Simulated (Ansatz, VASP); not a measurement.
**Two plane-wave programs on AlCo3**

```xyz
4
Lattice="3.5749 0.0000 0.0000 0.0000 3.5749 0.0000 0.0000 0.0000 3.5749" Properties=species:S:1:pos:R:3 pbc="T T T"
Al    0.0000    0.0000    0.0000
Co    1.7875    1.7875    0.0000
Co    1.7875    0.0000    1.7875
Co    0.0000    1.7875    1.7875
```

Alike in both runs: task single point; functional r2SCAN; k mesh 12 × 12 × 12; occupations gaussian, width 0.1 eV; collinear spin.

|  | VASP | Ansatz |
| --- | --- | --- |
| version | VASP 6.6.1 | Ansatz 0.2.0 |
| potentials or method | VASP PAW PBE potentials, release 64 (Al, Co), cutoff 520 eV | scalar-relativistic, plane waves, PAW |
| valence electrons in the cell | 30 | 54 |

```csv
,VASP,Ansatz,Ansatz less VASP
gap on the k mesh at the Fermi level (eV),none,none,-
pressure (GPa),1.3,1.5,+0.21
net moment per atom (μB),1.12,1.13,+0.010
size of the moment on the site where the two differ most (μB),0.04,0.06,+0.024
```

VASP's potentials were made for PBE, not for r2SCAN. Site moments also hang on the region over which each program counts them. A gap of «none» marks a metal or a gap that the smearing closes. VASP's potentials hold 30 valence electrons a cell and Ansatz's 54, so a difference there can come from the potentials and not from the codes. Ansatz's warnings: stability check not made.
